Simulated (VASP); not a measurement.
Write the native input for VASP 6.6.1 that does the following.

| Property | Result |
| --- | --- |
| Task | single point |
| Functional | PBE |
| Potentials or basis | VASP PAW PBE potentials, release 64 (Sm_3, Si), 4f in core |
| Cutoff | 500 eV |
| k mesh | 6 × 6 × 1 |
| Occupations | gaussian, width 0.1 eV |
| Spin | no spin polarisation |
| Dipole correction | no |
| Mended | yes |
| Further INCAR settings | ALGO = Normal; EDIFF = 1e-06; NBANDS = 38 |

The structure of SmSi4 lies in POSCAR:

```
SmSi4
1.0
    3.8757883721      0.0000000000      0.0000000000
   -1.9378941861      3.3565311900      0.0000000000
    0.0000000000      0.0000000000     15.1018720115
Sm Si
2 8
Direct
    0.6666666667      0.3333333333      0.0000000000
    0.3333333333      0.6666666667      0.5000000000
    0.3333333333      0.6666666667      0.8674595270
    0.0000000000      0.0000000000      0.3625331448
    0.3333333333      0.6666666667      0.1325404730
    0.0000000000      0.0000000000      0.6374668552
    0.6666666667      0.3333333333      0.8006453310
    0.6666666667      0.3333333333      0.1993546690
    0.3333333333      0.6666666667      0.2987000160
    0.3333333333      0.6666666667      0.7012999840
```

These files were run (other wordings do the same):

INCAR

```
PREC = Accurate
ENCUT = 500
EDIFF = 1E-6
ISMEAR = 0
SIGMA = 0.1
LREAL = F
LASPH = T
NELM = 200
ALGO = Normal
ISIF = 2
LWAVE = F
LCHARG = F
GGA = PE
NBANDS = 38
GGA_COMPAT = F
LMAXMIX = 6
```

KPOINTS

```
Automatic mesh
0
Gamma
  6 6 1
```

Potentials or basis: VASP PAW PBE potentials, release 64 (Sm_3, Si), 4f in core.

Run with:

```bash
$ cat potpaw_PBE.64/Sm_3/POTCAR potpaw_PBE.64/Si/POTCAR > POTCAR
$ mpirun -np 1 vasp_std > vasp.out
```

It gave:

| Property | Result |
| --- | --- |
| Pressure | 0.3 GPa |
| Largest force | 0.032 eV/Å |
| Band gap on the k mesh | zero (bands 27 and 28 overlap by 0.95 eV) |

Caveat: the k points lie up to 0.42 Å⁻¹ apart, too coarse for converged energies and pressures of a metal; spin-orbit coupling is left out, which moves the levels of the heavy elements; the 4f electrons are frozen in the core, so they carry no moment and show no levels.

Wall time 40 s on 1 thread of Intel(R) Xeon(R) 6975P-C (Granite Rapids), on a shared host, peak memory 0.28 GiB.
